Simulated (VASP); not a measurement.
Crystal: KMgF3.

```
K Mg F
1.0
     3.98024    0.00000    0.00000
     0.00000    3.98024    0.00000
     0.00000    0.00000    3.96034
K Mg F
1 1 3
Direct
  0.00000 0.00000 0.00000
  0.50000 0.50000 0.50000
  0.50000 0.50000 0.00000
  0.50000 0.00000 0.50000
  0.00000 0.50000 0.50000
```

This cell differs from its parent crystal: uniaxial z strain -0.5%.

Base run:

- Program: VASP 6.6.1
- Functional: PBE
- Potentials or basis: VASP PAW PBE potentials, release 64 (K_sv, Mg, F)
- Cutoff: 520 eV
- k mesh: 6 × 6 × 6
- Occupations: fermi-dirac, width 0.02 eV
- Spin: no spin polarisation

Its results: band gap on the k mesh 7.37 eV, indirect (least direct gap 7.70 eV); pressure 4.1 GPa.

Question: The run is repeated on the same cell with these changes: functional from PBE to r2SCAN; occupations from fermi-dirac, width 0.02 eV to gaussian, width 0.01 eV. What comes out?

Answer: Band gap on the k mesh 8.32 eV, indirect (least direct gap 8.64 eV); pressure -0.2 GPa.

Caveats: the PAW data sets were made with another functional, which shifts forces and pressure a little (some runs).

A k mesh can miss the band edges.
